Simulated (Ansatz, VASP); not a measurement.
**One calculation of Si, two programs**

The input INCAR:

```
  PREC = Accurate
  ENCUT = 520
  EDIFF = 1E-7
  ISMEAR = 0
  SIGMA = 0.05
  LREAL = F
  LASPH = T
  NELM = 80
  ALGO = Normal
  ISIF = 2
  LWAVE = F
  LCHARG = F
  NBANDS = 11
```

File KPOINTS:

```
regular mesh
0
Gamma
  12 12 12
```

File POSCAR:

```
Si
1.0
    0.0000000000      2.7987029025      2.6535349594
    2.6501589608      0.0000000000      2.6535349594
    2.6501589608      2.7987029025      0.0000000000
Si
2
Direct
    0.5000000000      0.5000000000      0.5000000000
    0.7500000000      0.7500000000      0.7500000000
```

Input for Ansatz:

```yaml
crystal:
  lattice:
    - [0.0, 2.7987029025, 2.6535349594]
    - [2.6501589608, 0.0, 2.6535349594]
    - [2.6501589608, 2.7987029025, 0.0]
  atoms:
    - { symbol: Si, position: [0.5, 0.5, 0.5] }
    - { symbol: Si, position: [0.75, 0.75, 0.75] }
basis:
  ecutwfc: 420
kpoints:
  mp_grid: { grid: [12, 12, 12] }
hamiltonian:
  xc: lda
  pseudopotentials: { kind: paw, azcp: { folder: soft_1 } }
scf:
  occupations: { method: gaussian, width: 0.05 }
output:
  forces: true
  stress: true
  eigenvalues: true
```

Change from the starting cell: strain +e along x and -e along y -0.0275, strain +e along z and -e/2 along x and y -0.0175.

Alike in both runs: task single point; functional LDA; k mesh 12 × 12 × 12; occupations gaussian, width 0.05 eV; no spin polarisation.

|  | VASP | Ansatz |
| --- | --- | --- |
| version | VASP 6.6.1 | Ansatz 0.2.0 |
| potentials or method | VASP PAW LDA potentials, release 64 (Si), cutoff 520 eV | scalar-relativistic, plane waves, PAW |
| valence electrons in the cell | 8 | 8 |

VASP gave:

- gap on the k mesh at the Fermi level (eV): 0.14
- least direct gap on the mesh (eV): 2.31
- pressure (GPa): 0.1
- traceless stress, the component that is largest in VASP (GPa): -3.80

Problem. What did Ansatz give for the same quantities?

Solution. gap on the k mesh at the Fermi level (eV): 0.14; least direct gap on the mesh (eV): 2.30; pressure (GPa): 0.0; traceless stress, the component that is largest in VASP (GPa): -3.80.

Ansatz warns that its potentials were made for another functional, while VASP's fit it. LDA's correlation is that of Perdew and Zunger in VASP and of Perdew and Wang (1992) in Ansatz.
